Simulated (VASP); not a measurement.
# CdF2 (R-3m) in VASP: notebook

CdF2 is run at these levels: PBEsol; tasks: single point.

Everything below comes from runs of VASP 6.6.1. Logs are shortened: lines on timing, memory, paths and dates and some standing lists are left out, and cuts for length are marked.

## (1) The cell of the first run

Symmetry: R-3m, No. 166, trigonal system. The conventional cell has a = 4.271 Å, b = 4.271 Å, c = 7.427 Å, α = 90.00°, β = 90.00°, γ = 120.00°. Within 2.6 Å of Cd (site symmetry -3m) lie 8 F at 1.86 to 2.54 Å. Within 2.6 Å of F (site symmetry 3m) lie 4 Cd at 1.86 to 2.54 Å.

## (2) Single point, PBEsol

INCAR

```
SYSTEM = CdF2
PREC = Accurate
ENCUT = 700
EDIFF = 1E-6
ISMEAR = 0
SIGMA = 0.05
LREAL = .False.
LASPH = .True.
NELM = 120
ALGO = Normal
ISIF = 2
LWAVE = .False.
LCHARG = .False.
GGA = PS
NBANDS = 24
GGA_COMPAT = .False.
```

KPOINTS

```
regular mesh
0
Gamma
  8 8 8
  0 0 0
```

POSCAR

```
CdF2
1.0
   -0.5838279476      2.4359717814      2.4359717814
    2.4359717814     -0.5838279476      2.4359717814
    2.4359717814      2.4359717814     -0.5838279476
Cd F
1 2
Direct
    0.0000000000      0.0000000000      0.0000000000
    0.2500000000      0.2500000000      0.2500000000
    0.7500000000      0.7500000000      0.7500000000
```

Potentials or basis: VASP PAW PBE potentials, release 64 (Cd_sv_GW, F).

Run with:

```sh
cat potpaw_PBE.64/Cd_sv_GW/POTCAR potpaw_PBE.64/F/POTCAR > POTCAR
mpirun -np 1 vasp_std > vasp.out
```

OUTCAR:

```text
SYSTEM = CdF2
   PREC = Accurate
   ENCUT = 700
   EDIFF = 1E-6
   ISMEAR = 0
   LREAL = .False.
   LASPH = .True.
   NELM = 120
   ISIF = 2
   GGA = PS

 ion  position               nearest neighbor table
   1  0.000  0.000  0.000-   2 1.86   3 1.86
   2  0.250  0.250  0.250-   1 1.86
   3  0.750  0.750  0.750-   1 1.86

  LATTYP: Found a trigonal (rhomboedric) cell.
 ALAT       =     3.4941053378
 COS(alpha) =     0.2530624440

  Lattice vectors:

 A1 = (  -0.5838279476,   2.4359717814,   2.4359717814)
 A2 = (   2.4359717814,  -0.5838279476,   2.4359717814)
 A3 = (   2.4359717814,   2.4359717814,  -0.5838279476)

Analysis of symmetry for initial positions (statically):
=====================================================================
 Subroutine PRICEL returns:
 Original cell was already a primitive cell.

 Routine SETGRP: Setting up the symmetry group for a
 trigonal (rhombohedral) supercell.

 Subroutine GETGRP returns: Found 12 space group operations
 (whereof 12 operations were pure point group operations)
 out of a pool of 12 trial point group operations.

The static configuration has the point symmetry D_3d.

Analysis of symmetry for dynamics (positions and initial velocities):
=====================================================================
 Subroutine PRICEL returns:
 Original cell was already a primitive cell.

 Routine SETGRP: Setting up the symmetry group for a
 trigonal (rhombohedral) supercell.

 Subroutine GETGRP returns: Found 12 space group operations
 (whereof 12 operations were pure point group operations)
 out of a pool of 12 trial point group operations.

The dynamic configuration has the point symmetry D_3d.

 Subroutine INISYM returns: Found 12 space group operations
 (whereof 12 operations are pure point group operations),
 and found     1 'primitive' translations

----------------------------------------------------------------------------------------

                                     Primitive cell

  volume of cell :      39.1041

  direct lattice vectors                    reciprocal lattice vectors
    -0.583827948  2.435971781  2.435971781    -0.143030969  0.188116818  0.188116818
     2.435971781 -0.583827948  2.435971781     0.188116818 -0.143030969  0.188116818
     2.435971781  2.435971781 -0.583827948     0.188116818  0.188116818 -0.143030969

  length of vectors
     3.494105338  3.494105338  3.494105338     0.302049223  0.302049223  0.302049223

  position of ions in fractional coordinates (direct lattice)
     0.000000000  0.000000000  0.000000000
     0.250000000  0.250000000  0.250000000
[... 80 lines left out ...]
   LREAL  =      F    real-space projection
   EDIFFG = 0.1E-04   stopping-criterion for IOM
   NSW    =      0    number of steps for IOM
   IBRION =     -1    ionic relax: 0-MD 1-quasi-New 2-CG
   NFREE  =      0    steps in history (QN), initial steepest desc. (CG)
   ISIF   =      2    stress and relaxation
   ISYM   =      2    0-nonsym 1-usesym 2-fastsym
   POTIM  = 0.5000    time-step for ionic-motion
   TEBEG  =    0.0;   TEEND  =   0.0 temperature during run
   PSTRESS=    0.0 pullay stress
   NELECT =      34.0000    total number of electrons
   NUPDOWN=      -1.0000    fix difference up-down
   EMIN   =  10.00;   EMAX   =-10.00  energy-range for DOS
   EFERMI =   0.00;   METHOD = LEGACY
   ISMEAR =     0;   SIGMA  =   0.05  broadening in eV -4-tet -1-fermi 0-gaus
   EFERMI_NEDOS =   21; number of points for ismear=-14 and -15
   IALGO  =     38    algorithm
   IMIX   =      4    mixing-type and parameters
     AMIX     =   0.40;   BMIX     =  1.00
     AMIX_MAG =   1.60;   BMIX_MAG =  1.00
  volume/ion in A,a.u.               =      13.03        87.96
  Fermi-wavevector in a.u.,A,eV,Ry     =   1.562525  2.952743 33.218397  2.441483
  Thomas-Fermi vector in A             =   2.665430
   LORBIT       =      0    0 simple, 1 ext, 2 COOP (PROOUT), +10 PAW based schemes
   GGA     = PS    functional components
   LHFCALC =     F    Hartree Fock is set to
   AEXX    =    0.0000 exact exchange contribution
   IVDW    =     0    specifies the selected vdW correction
   LEPSILON=     F    determine dielectric tensor
   LRPA    =     F    only Hartree local field effects (RPA)
 non-spin polarized calculation
 Gauss-broadening in eV      SIGMA  =   0.05
  energy-cutoff  :      700.00
  volume of cell :       39.10
 maximum number of plane-waves:      1659
   NGX = 15   NGY = 15   NGZ = 15

 number of electron      34.0000006 magnetization

 Free energy of the ion-electron system (eV)
  ---------------------------------------------------
  ext. energy  EPLUGINS =         0.00000000
  ---------------------------------------------------
  free energy    TOTEN  =       -10.55008236 eV

  energy without entropy =      -10.55008236  energy(sigma->0) =      -10.55008236

 E-fermi :   1.3492     XC(G=0): -10.7792

 val. band max:        0.9961368118   @ k =   0.5000   0.5000  -0.0000
 cond. band min:       4.5239952556   @ k =   0.0000   0.0000   0.0000
 fundamental gap:      3.5278584438
 Fermi energy:         1.3492453742

 k-point     1 :       0.0000    0.0000    0.0000
  band No.  band energies     occupation
      1     -97.8779      2.00000
      2     -59.0264      2.00000
      3     -59.0131      2.00000
      4     -59.0131      2.00000
      5     -20.8225      2.00000
      6     -19.6782      2.00000
[... 637 lines left out ...]
     23      17.9532      0.00000
     24      21.2722      0.00000

 [... further k-points ...]

------------------------ aborting loop because EDIFF is reached ----------------------------------------

  FORCE on cell =-STRESS in cart. coord.  units (eV):
  Direction    XX          YY          ZZ          XY          YZ          ZX
  --------------------------------------------------------------------------------------
  -------------------------------------------------------------------------------------
  Total        5.4271620      5.4271620      5.4271620      5.0537490      5.0537490      5.0537490
  in kB      222.3620122    222.3620122    222.3620122    207.0625114    207.0625114    207.0625114
  external PRESSURE =     222.3620122 kB  Pullay stress =       0.0000000 kB

 VOLUME and BASIS-vectors are now :
 -----------------------------------------------------------------------------
  energy-cutoff  :      700.00
  volume of cell :       39.10
      direct lattice vectors                 reciprocal lattice vectors
    -0.583827948  2.435971781  2.435971781    -0.143030969  0.188116818  0.188116818
     2.435971781 -0.583827948  2.435971781     0.188116818 -0.143030969  0.188116818
     2.435971781  2.435971781 -0.583827948     0.188116818  0.188116818 -0.143030969

 POSITION                                       TOTAL-FORCE (eV/Angst)
 -----------------------------------------------------------------------------------
      0.00000      0.00000      0.00000         0.000000     -0.000000     -0.000000
      1.07203      1.07203      1.07203         2.278595      2.278595      2.278595
      3.21609      3.21609      3.21609        -2.278595     -2.278595     -2.278595
 -----------------------------------------------------------------------------------
    total drift:                                0.000000     -0.000000      0.000000

  FREE ENERGIE OF THE ION-ELECTRON SYSTEM (eV)
  ---------------------------------------------------
  free  energy   TOTEN  =       -10.5500823571 eV

  energy  without entropy=      -10.5500823571  energy(sigma->0) =      -10.55008236
```

It took 98 s on 1 thread of Intel Xeon Platinum 8259CL at 2.50GHz (Skylake/Cascade Lake), shared host; peak memory 0.25 GiB.

What came out:

- Free energy: -10.5501 eV
- Pressure: 22.2 GPa
- Largest force: 3.947 eV/Å
- Band gap on the k mesh: 3.53 eV (least direct gap 3.92 eV)

Forces on the atoms (eV/Å):
```
Cd   0.000  0.000  0.000
F    2.279  2.279  2.279
F   -2.279 -2.279 -2.279
```

Stress tensor (GPa, compression positive):
```
22.24 20.71 20.71
20.71 22.24 20.71
20.71 20.71 22.24
```

Levels at points of the mesh, in eV from the valence-band top:
| k point | band 13 | band 14 | band 15 | band 16 | band 17 | band 18 | band 19 | band 20 | band 21 | band 22 |
| --- | --- | --- | --- | --- | --- | --- | --- | --- | --- | --- |
| (0.00, 0.00, 0.00) | -1.54 | -1.54 | -1.24 | -1.24 | -0.40 | 3.53 | 10.39 | 10.39 | 17.56 | 18.57 |
| (0.50, 0.00, 0.00) | -2.75 | -2.67 | -2.30 | -0.80 | -0.05 | 7.01 | 8.15 | 12.41 | 16.48 | 16.99 |
| (0.50, 0.50, 0.00) | -3.39 | -2.97 | -1.61 | -0.92 | 0.00 | 8.51 | 8.76 | 11.68 | 11.70 | 15.98 |
| (0.50, 0.50, 0.50) | -2.94 | -2.94 | -2.06 | -1.43 | -1.43 | 9.05 | 9.85 | 12.12 | 12.12 | 15.58 |

Caveat: the cell stands under pressure; the PAW data sets were made with another functional, which shifts forces and pressure a little. A k mesh can miss the band edges.

## (3) Single point, PBEsol

This run uses another cell than the first one, of the same volume but with other edges.

INCAR

```
SYSTEM = CdF2
ALGO = Normal ; EDIFF = 1E-6
ENCUT = 700 ; GGA = PS
GGA_COMPAT = .FALSE. ; ISIF = 2
ISMEAR = 0 ; LASPH = .TRUE.
LCHARG = .FALSE. ; LREAL = .FALSE.
LWAVE = .FALSE. ; NBANDS = 24
NELM = 120 ; PREC = Accurate
SIGMA = 0.05
```

KPOINTS

```
k-points
0
G
  8 8 8
  0 0 0
```

POSCAR

```
CdF2
1.0
    0.3380201416      2.8731712034      2.8731712034
    2.8731712034      0.3380201416      2.8731712034
    2.8731712034      2.8731712034      0.3380201416
Cd F
1 2
Direct
    0.0000000000      0.0000000000      0.0000000000
    0.2500000000      0.2500000000      0.2500000000
    0.7500000000      0.7500000000      0.7500000000
```

Potentials or basis: VASP PAW PBE potentials, release 64 (Cd_sv_GW, F).

Run with:

```sh
cat potpaw_PBE.64/Cd_sv_GW/POTCAR potpaw_PBE.64/F/POTCAR > POTCAR
mpirun -np 1 vasp_std > vasp.out
```

It took 40 s on 1 thread of Intel Xeon 6975P-C (Granite Rapids), shared host; peak memory 0.27 GiB.

Results (log left out):

```yaml
Free_energy: -11.6229 eV
Pressure: 3.0 GPa
Largest_force: 0.212 eV/Å
Band_gap_on_the_k_mesh: 3.01 eV (least direct gap 3.28 eV)
```

Forces on the atoms (eV/Å):
```
Cd   0.000  0.000  0.000
F   -0.122 -0.122 -0.122
F    0.122  0.122  0.122
```

Stress tensor (GPa, compression positive):
```
 2.96 -1.92 -1.92
-1.92  2.96 -1.92
-1.92 -1.92  2.96
```

Levels at points of the mesh, in eV from the valence-band top:
```
           k point  band 13  band 14  band 15  band 16  band 17  band 18  band 19  band 20  band 21  band 22
(0.00, 0.00, 0.00)    -1.34    -1.17    -0.80    -0.27    -0.27     3.01    10.59    13.78    13.78    17.15
(0.50, 0.00, 0.00)    -2.63    -2.16    -1.93    -0.70    -0.36     7.45     9.20    13.10    15.19    16.61
(0.50, 0.50, 0.00)    -3.13    -2.94    -0.78    -0.30     0.00     8.04     9.38    11.77    13.09    15.18
(0.50, 0.50, 0.50)    -2.22    -1.90    -1.90    -0.11    -0.11     6.28     8.16    15.22    15.22    18.42
```

Caveat: the PAW data sets were made with another functional, which shifts forces and pressure a little.

## (4) Single point, PBEsol

This run uses another cell than the first one, of the same volume but with other edges.

INCAR

```
SYSTEM = CdF2
ALGO = Normal
EDIFF = 1E-6
ENCUT = 700
GGA = PS
GGA_COMPAT = .FALSE.
ISIF = 2
ISMEAR = 0
LASPH = .TRUE.
LCHARG = .FALSE.
LREAL = .FALSE.
LWAVE = .FALSE.
NBANDS = 24
NELM = 120
PREC = Accurate
SIGMA = 0.05
```

KPOINTS is that of step 3.

POSCAR

```
CdF2
1.0
    0.6566750031      3.0591445268      3.0591445268
    3.0591445268      0.6566750031      3.0591445268
    3.0591445268      3.0591445268      0.6566750031
Cd F
1 2
Direct
    0.0000000000      0.0000000000      0.0000000000
    0.2500000000      0.2500000000      0.2500000000
    0.7500000000      0.7500000000      0.7500000000
```

Run with:

```sh
cat potpaw_PBE.64/Cd_sv_GW/POTCAR potpaw_PBE.64/F/POTCAR > POTCAR
mpirun -np 1 vasp_std > vasp.out
```

Wall time 2.1 min (1 thread of Intel Xeon Platinum 8259CL at 2.50GHz (Skylake/Cascade Lake), shared host); peak memory 0.31 GiB.

The run converged. Its results:

```
Free energy            : -11.4201 eV
Pressure               : 9.6 GPa
Largest force          : 0.419 eV/Å
Band gap on the k mesh : 3.16 eV (least direct gap 3.31 eV)
```

Forces in eV/Å, atoms in the order of the input:
```
Cd   0.000  0.000  0.000
F   -0.242 -0.242 -0.242
F    0.242  0.242  0.242
```

Stress tensor (GPa, compression positive):
```
 9.55 -3.29 -3.29
-3.29  9.55 -3.29
-3.29 -3.29  9.55
```

Levels at points of the mesh, in eV from the valence-band top:
| k point | band 14 | band 15 | band 16 | band 17 | band 18 | band 19 | band 20 | band 21 |
| --- | --- | --- | --- | --- | --- | --- | --- | --- |
| (0.00, 0.00, 0.00) | -1.65 | -0.91 | -0.15 | -0.15 | 3.16 | 9.62 | 15.11 | 15.11 |
| (0.50, 0.00, 0.00) | -2.39 | -2.13 | -0.82 | -0.31 | 7.93 | 9.38 | 12.70 | 15.76 |
| (0.50, 0.50, 0.00) | -2.89 | -1.28 | -0.37 | -0.01 | 8.35 | 9.22 | 12.06 | 12.60 |
| (0.50, 0.50, 0.50) | -1.99 | -1.99 | 0.00 | 0.00 | 5.69 | 7.68 | 16.15 | 16.15 |

Caveat: the cell stands under pressure; the PAW data sets were made with another functional, which shifts forces and pressure a little.

## (5) Single point, PBEsol

This run uses another cell than the first one, of the same volume but with other edges.

INCAR

```
PREC     = Accurate       # precision mode
ENCUT    = 700            # plane-wave cutoff, eV
EDIFF    = 1E-6           # SCF threshold, eV
ISMEAR   = 0              # smearing method
SIGMA    = 0.05           # smearing width, eV
LREAL    = F              # projectors in reciprocal space
LASPH    = T              # aspherical terms in the spheres
NELM     = 120            # most SCF steps
ALGO     = Normal         # electronic algorithm
ISIF     = 2              # what is computed and relaxed
LWAVE    = F              # write WAVECAR
LCHARG   = F              # write CHGCAR
GGA      = PS             # functional
NBANDS   = 24             # bands
GGA_COMPAT= F
```

KPOINTS

```
regular mesh
0
Gamma
  8 8 8
```

POSCAR

```
CdF2
1.0
   -0.8517573833      2.3423328041      2.3423328041
    2.3423328041     -0.8517573833      2.3423328041
    2.3423328041      2.3423328041     -0.8517573833
Cd F
1 2
Direct
    0.0000000000      0.0000000000      0.0000000000
    0.2500000000      0.2500000000      0.2500000000
    0.7500000000      0.7500000000      0.7500000000
```

Potentials or basis: VASP PAW PBE potentials, release 64 (Cd_sv_GW, F).

Run with:

```sh
cat potpaw_PBE.64/Cd_sv_GW/POTCAR potpaw_PBE.64/F/POTCAR > POTCAR
mpirun -np 1 vasp_std > vasp.out
```

OUTCAR:

```text
PREC = Accurate
   ENCUT = 700
   EDIFF = 1E-6
   ISMEAR = 0
   LREAL = F
   LASPH = T
   NELM = 120
   ISIF = 2
   GGA = PS

 ion  position               nearest neighbor table
   1  0.000  0.000  0.000-   2 1.66   3 1.66
   2  0.250  0.250  0.250-   1 1.66
   3  0.750  0.750  0.750-   1 1.66

  LATTYP: Found a trigonal (rhomboedric) cell.
 ALAT       =     3.4203123498
 COS(alpha) =     0.1279069767

  Lattice vectors:

 A1 = (  -0.8517573833,   2.3423328041,   2.3423328041)
 A2 = (   2.3423328041,  -0.8517573833,   2.3423328041)
 A3 = (   2.3423328041,   2.3423328041,  -0.8517573833)

Analysis of symmetry for initial positions (statically):
=====================================================================
 Subroutine PRICEL returns:
 Original cell was already a primitive cell.

 Routine SETGRP: Setting up the symmetry group for a
 trigonal (rhombohedral) supercell.

 Subroutine GETGRP returns: Found 12 space group operations
 (whereof 12 operations were pure point group operations)
 out of a pool of 12 trial point group operations.
[... 162 lines left out ...]
  free energy    TOTEN  =        -7.54055464 eV

  energy without entropy =       -7.54055464  energy(sigma->0) =       -7.54055464

 E-fermi :   1.6532     XC(G=0): -10.6995

 val. band max:        1.3467778053   @ k =   0.5000   0.0000   0.0000
 cond. band min:       5.9735249344   @ k =   0.0000   0.0000   0.0000
 fundamental gap:      4.6267471291
 Fermi energy:         1.6532082400

 k-point     1 :       0.0000    0.0000    0.0000
  band No.  band energies     occupation
      1     -98.2670      2.00000
      2     -59.7074      2.00000
      3     -59.3116      2.00000
      4     -59.3116      2.00000
      5     -21.8782      2.00000
      6     -20.3165      2.00000
[... 637 lines left out ...]
     23      17.9296      0.00000
     24      20.6955      0.00000

 [... further k-points ...]

------------------------ aborting loop because EDIFF is reached ----------------------------------------

  FORCE on cell =-STRESS in cart. coord.  units (eV):
  Direction    XX          YY          ZZ          XY          YZ          ZX
  --------------------------------------------------------------------------------------
  -------------------------------------------------------------------------------------
  Total       15.1861708     15.1861708     15.1861708     14.0438029     14.0438029     14.0438029
  in kB      622.2087181    622.2087181    622.2087181    575.4035500    575.4035500    575.4035500
  external PRESSURE =     622.2087181 kB  Pullay stress =       0.0000000 kB

 VOLUME and BASIS-vectors are now :
 -----------------------------------------------------------------------------
  energy-cutoff  :      700.00
  volume of cell :       39.10
      direct lattice vectors                 reciprocal lattice vectors
    -0.851757383  2.342332804  2.342332804    -0.121752633  0.191325565  0.191325565
     2.342332804 -0.851757383  2.342332804     0.191325565 -0.121752633  0.191325565
     2.342332804  2.342332804 -0.851757383     0.191325565  0.191325565 -0.121752633

 POSITION                                       TOTAL-FORCE (eV/Angst)
 -----------------------------------------------------------------------------------
      0.00000      0.00000      0.00000         0.000000     -0.000000      0.000000
      0.95823      0.95823      0.95823         7.304699      7.304699      7.304699
      2.87468      2.87468      2.87468        -7.304699     -7.304699     -7.304699
 -----------------------------------------------------------------------------------
    total drift:                                0.000000     -0.000000      0.000000

  FREE ENERGIE OF THE ION-ELECTRON SYSTEM (eV)
  ---------------------------------------------------
  free  energy   TOTEN  =        -7.5405546376 eV

  energy  without entropy=       -7.5405546376  energy(sigma->0) =       -7.54055464
```

Run time: 52 s. Hardware: 1 thread of AMD EPYC 9R45 (Zen 5), shared host; peak memory 0.22 GiB.

What came out:

* Free energy: -7.5406 eV
* Pressure: 62.2 GPa
* Largest force: 12.652 eV/Å
* Band gap on the k mesh: 4.63 eV (least direct gap 5.41 eV)

Forces on the atoms (eV/Å):
```
Cd   0.000  0.000  0.000
F    7.305  7.305  7.305
F   -7.305 -7.305 -7.305
```

Levels at points of the mesh, in eV from the valence-band top:
```tsv
k point	band 14	band 15	band 16	band 17	band 18	band 19	band 20	band 21
(0.00, 0.00, 0.00)	-2.40	-1.30	-1.30	-0.78	4.63	9.72	9.72	18.12
(0.50, 0.00, 0.00)	-3.01	-2.49	-0.83	0.00	7.65	7.87	11.85	16.05
(0.50, 0.50, 0.00)	-2.62	-2.61	-0.99	-0.01	8.21	9.60	10.44	11.82
(0.50, 0.50, 0.50)	-3.83	-1.51	-1.51	-1.42	10.12	10.81	10.85	10.85
```

Caveat: the cell stands under pressure; the PAW data sets were made with another functional, which shifts forces and pressure a little. A k mesh can miss the band edges.

## (6) The runs side by side

```tsv
cell	gap on the mesh (eV)	pressure (GPa)	largest force (eV/Å)
a = 3.494 Å, angles 75.3°, 3 atoms	3.53	22.2	3.95
a = 4.077 Å, angles 52.2°, 3 atoms	3.01	3.0	0.21
a = 4.376 Å, angles 45.7°, 3 atoms	3.16	9.6	0.42
a = 3.420 Å, angles 82.7°, 3 atoms	4.63	62.2	12.65
```

Alike in all rows: task single point; level PBEsol; potentials or basis VASP PAW PBE potentials, release 64 (Cd_sv_GW, F); no spin polarisation; k mesh 8 × 8 × 8; cutoff (eV) 700; smearing gaussian 0.05 eV.

Caveats: the PAW data sets were made with another functional, which shifts forces and pressure a little; the cell stands under pressure (at least some runs).

Total energies depend on the potentials used, so only differences within one code and one set of settings carry meaning.
